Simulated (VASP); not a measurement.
Set up this calculation in VASP 6.6.1, as the native input.

* Task: single point
* Functional: PBEsol
* Potentials or basis: VASP PAW PBE potentials, release 64 (Si, Ge_d)
* Cutoff: 520 eV
* k mesh: 8 × 8 × 8
* Occupations: gaussian, width 0.03 eV
* Spin: no spin polarisation
* Dipole correction: no
* Further INCAR settings: ALGO = Normal; EDIFF = 1e-07; NBANDS = 31

The structure of Si7Ge lies in POSCAR:

```
Si7Ge
1.0
    5.4731814936      0.0000000000      0.0000000000
    0.0000000000      5.4731814936      0.0000000000
    0.0000000000      0.0000000000      4.8514280760
Si Ge
7 1
Direct
    0.2525986838      0.2525986838      0.2525986838
    0.0000000000      0.5000000000      0.5000000000
    0.5000000000      0.5000000000      0.0000000000
    0.5000000000      0.0000000000      0.5000000000
    0.7474013162      0.2525986838      0.7474013162
    0.7474013162      0.7474013162      0.2525986838
    0.2525986838      0.7474013162      0.7474013162
    0.0000000000      0.0000000000      0.0000000000
```

This cell differs from its parent crystal: volume 18.166 Å^3 an atom, c/a of the conventional cell 0.8864.

These files were run (other wordings do the same):

INCAR

```
SYSTEM = Si7Ge
PREC = Accurate
ENCUT = 520
EDIFF = 1E-7
ISMEAR = 0
SIGMA = 0.03
LREAL = .False.
LASPH = .True.
NELM = 100
ALGO = Normal
ISIF = 2
LWAVE = .False.
LCHARG = .True.
GGA = PS
LELF = .True.
LVHAR = .True.
NBANDS = 31
```

KPOINTS

```
regular mesh
0
Gamma
  8 8 8
  0 0 0
```

Potentials or basis: VASP PAW PBE potentials, release 64 (Si, Ge_d).

Launch:

```bash
$ cat potpaw_PBE.64/Si/POTCAR potpaw_PBE.64/Ge_d/POTCAR > POTCAR
$ mpirun -np 1 vasp_std > vasp.out
```

Results of the run:

| Quantity | Value |
| --- | --- |
| Pressure | 12.1 GPa |
| Largest force | 0.066 eV/Å |
| Band gap on the k mesh | zero (band 21 reaches 6.85 eV, above the bottom of band 22 at 6.41 eV) |

Caveat: the PAW data sets were made with another functional, which shifts forces and pressure a little.

Run time: 5.4 min on 1 thread of Intel Xeon 6975P-C, on a shared host, peak memory 0.42 GiB.
